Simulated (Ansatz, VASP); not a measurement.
# Lu3Au in VASP and in Ansatz

```xyz
4
Lattice="-3.0252 3.0252 3.0252 3.0252 -3.0252 3.0252 3.0252 3.0252 -3.0252" Properties=species:S:1:pos:R:3 pbc="T T T"
Lu    3.0252    0.0000    0.0000
Lu    0.0000    3.0252    0.0000
Lu    0.0000    0.0000    3.0252
Au    0.0000    0.0000    0.0000
```

Alike in both runs: functional PBE; k mesh 12 × 12 × 12; occupations gaussian, width 0.1 eV; no spin polarisation.

Ansatz relaxed the structure, and its values are those at the end. VASP's run is a single point on that final structure, the one shown.

|  | VASP | Ansatz |
| --- | --- | --- |
| version | VASP 6.6.1 | Ansatz 0.2.0 |
| potentials or method | VASP PAW PBE potentials, release 64 (Lu, Au), cutoff 520 eV | scalar-relativistic, plane waves, PAW |
| valence electrons in the cell | 86 | 94 |

Ansatz gave:

* gap on the k mesh at the Fermi level (eV): none
* pressure (GPa): 0.0

Question: What did VASP give for the same quantities?

Answer: gap on the k mesh at the Fermi level (eV): none; pressure (GPa): 0.2.

A gap of «none» marks a metal or a gap that the smearing closes. VASP's potentials hold 86 valence electrons a cell and Ansatz's 94, so a difference there can come from the potentials and not from the codes.

Neither program's run includes spin-orbit coupling.
